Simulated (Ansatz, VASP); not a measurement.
Two plane-wave programs on H3C2

The input INCAR:

```
PREC = Accurate
ENCUT = 520
EDIFF = 1E-6
ISMEAR = 0
SIGMA = 0.1
LREAL = F
LASPH = T
NELM = 100
ALGO = Normal
ISIF = 2
LWAVE = F
LCHARG = F
GGA = PE
NBANDS = 22
```

File KPOINTS:

```
regular mesh
0
Gamma
  4 4 5
```

POSCAR

```
H3C2
1.0
    3.6316850000      3.2747500000      0.0000000000
    3.6316850000     -3.2747500000      0.0000000000
    0.7933020000      0.0000000000     -4.0609400000
C H
4 6
Direct
    0.0787000000      0.0787000000      0.9161000000
    0.9213000000      0.9213000000      0.0839000000
    0.2732000000      0.2732000000      0.7190000000
    0.7268000000      0.7268000000      0.2810000000
    0.2700000000      0.2700000000      0.4525000000
    0.7300000000      0.7300000000      0.5475000000
    0.4854000000      0.2170000000      0.7719000000
    0.7830000000      0.5146000000      0.2281000000
    0.5146000000      0.7830000000      0.2281000000
    0.2170000000      0.4854000000      0.7719000000
```

Input for Ansatz:

```yaml
crystal:
  lattice:
    - [3.631685, 3.27475, 0.0]
    - [3.631685, -3.27475, 0.0]
    - [0.793302, 0.0, -4.06094]
  atoms:
    - { symbol: C, position: [0.0787, 0.0787, 0.9161] }
    - { symbol: C, position: [0.9213, 0.9213, 0.0839] }
    - { symbol: C, position: [0.2732, 0.2732, 0.719] }
    - { symbol: C, position: [0.7268, 0.7268, 0.281] }
    - { symbol: H, position: [0.27, 0.27, 0.4525] }
    - { symbol: H, position: [0.73, 0.73, 0.5475] }
    - { symbol: H, position: [0.4854, 0.217, 0.7719] }
    - { symbol: H, position: [0.783, 0.5146, 0.2281] }
    - { symbol: H, position: [0.5146, 0.783, 0.2281] }
    - { symbol: H, position: [0.217, 0.4854, 0.7719] }
  symmetry: { tolerance: 0.0003 }
kpoints:
  mp_grid: { grid: [4, 4, 5], shift: [0, 0, 0] }
magnetization:
  spin_polarized: false
scf:
  occupations: { method: gaussian, width: 0.1 }
  n_extra_bands: 1
  lower_state_search: "off"
hamiltonian:
  pseudopotentials: { kind: paw }
  xc: pbe
basis:
  ecutwfc: 420
output:
  forces: true
  stress: true
  eigenvalues: true
```

Alike in both runs: task single point; functional PBE; k mesh 4 × 4 × 5; occupations gaussian, width 0.1 eV; no spin polarisation.

|  | VASP | Ansatz |
| --- | --- | --- |
| version | VASP 6.6.1 | Ansatz 0.2.0 |
| potentials or method | VASP PAW PBE potentials, release 64 (C, H), cutoff 520 eV | PAW plane waves |
| valence electrons in the cell | 22 | 22 |

Ansatz gave:

* gap on the k mesh at the Fermi level (eV): 4.76
* pressure (GPa): -0.8
* traceless stress, the component that is largest in VASP (GPa): 3.14
* rms of the force components (eV/Å): 0.361

**Question.** What did VASP give for the same quantities?

**Answer.** gap on the k mesh at the Fermi level (eV): 4.77; pressure (GPa): -0.9; traceless stress, the component that is largest in VASP (GPa): 3.08; rms of the force components (eV/Å): 0.374.

Atom by atom the forces differ by 0.021 eV/Å (rms over components).
